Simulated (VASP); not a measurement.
Here is a VASP 6.6.1 calculation.

INCAR

```
SYSTEM = Ge
PREC = Accurate
ENCUT = 600
EDIFF = 1E-7
ISMEAR = -1
SIGMA = 0.05
LREAL = .False.
LASPH = .True.
NELM = 60
ALGO = Normal
ISIF = 3
LWAVE = .False.
LCHARG = .False.
GGA = B5
ALDAX = 1.0
AGGAX = 1.0
AGGAC = 1.0
ALDAC = 0.0
IBRION = 2
NSW = 80
EDIFFG = -0.005
```

Contents of KPOINTS:

```
regular mesh
0
Gamma
  11 11 11
  0 0 0
```

Contents of POSCAR:

```
Ge
1.0
   -2.5744897190      2.5744897190      1.3974126432
    2.5744897190     -2.5744897190      1.3974126432
    2.5744897190      2.5744897190     -1.3974126432
Ge
2
Direct
    0.5000000000      0.5000000000      0.0000000000
    0.2500000000      0.7500000000      0.5000000000
```

Potentials or basis: VASP PAW PBE potentials, release 64 (Ge_d).

Command:

```bash
$ cat potpaw_PBE.64/Ge_d/POTCAR > POTCAR
$ mpirun -np 1 vasp_std > vasp.out
```

Problem. What does it give for the band gap on the k mesh?

Solution. Zero (bands 14 and 15 overlap by 3.72 eV).

Problem. Estimate the relaxed cell.

Solution. a = 4.085 Å, b = 4.085 Å, c = 4.085 Å, α = 97.41°, β = 97.41°, γ = 137.90°.

Problem. Predict the relaxed volume.

Solution. 21.33 Å³/atom.

Problem. What does it give for the space group after relaxing (to 0.1 Å)?

Solution. I4_1/amd (No. 141).

The path:
```
step  energy change (eV)  largest force (eV/Å)  pressure (GPa)  volume (Å³)
   1              0.0000                0.0000            9.78        37.05
   2             -0.1482                0.0000           -0.92        43.45
   3             -0.1504                0.0000           -0.05        42.60
   4             -0.1503                0.0000            0.19        42.49
   5             -0.1503                0.0000            0.24        42.49
   6             -0.1503                0.0000            0.23        42.50
   7             -0.1503                0.0000            0.14        42.53
   8             -0.1504                0.0000            0.12        42.55
   9             -0.1504                0.0000            0.06        42.58
  10             -0.1504                0.0000            0.01        42.65
```

Caveat: the volume moved by over 15 % at a fixed basis, so the end points are rough; the PAW data sets were made with another functional, which shifts forces and pressure a little.
